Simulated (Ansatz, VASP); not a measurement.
# HPbNO4 in VASP and in Ansatz

```
H Pb N O
1.0
     3.85404    0.14384    0.09012
    -0.25320    5.52698    0.16471
    -0.48197   -1.92720    5.72025
H Pb N O
1 1 1 4
Direct
  0.10913 0.65718 0.54463
  0.61029 0.52127 0.15100
  0.91580 0.96263 0.95867
  0.01384 0.13639 0.88084
  0.72398 0.01057 0.12858
  0.00389 0.73732 0.87043
  0.11927 0.59324 0.37651
```

Alike in both runs: functional PBEsol; k mesh 5 × 4 × 4; occupations fermi-dirac, width 0.05 eV; no spin polarisation.

|  | VASP | Ansatz |
| --- | --- | --- |
| version | VASP 6.6.1 | Ansatz 0.2.0 |
| potentials or method | VASP PAW PBE potentials, release 64 (H, Pb_d, N, O), cutoff 600 eV | all-electron LAPW, scalar-relativistic |
| task | single point | band structure |

|  | VASP | Ansatz | Ansatz less VASP |
| --- | --- | --- | --- |
| gap on the k mesh at the Fermi level (eV) | 3.13 | 3.16 | +0.027 |
| least direct gap on the mesh (eV) | 3.20 | 3.23 | +0.030 |
| pressure (GPa) | -1.7 | -2.2 | -0.51 |
| traceless stress, the component that is largest in VASP (GPa) | -0.52 | -0.19 | +0.324 |
| rms of the force components (eV/Å) | 0.131 | 0.187 | +0.0559 |

VASP's potentials were made for PBE, not for PBEsol. Atom by atom the forces differ by 0.170 eV/Å (rms over components). One of these differences is far larger than is usual between the two programs; its cause wasn't traced. Ansatz ran all-electron here, and VASP with PAW potentials.

Neither program's run includes spin-orbit coupling. Noted on VASP's run: the standard files for N, O and F lose accuracy on very short bonds.
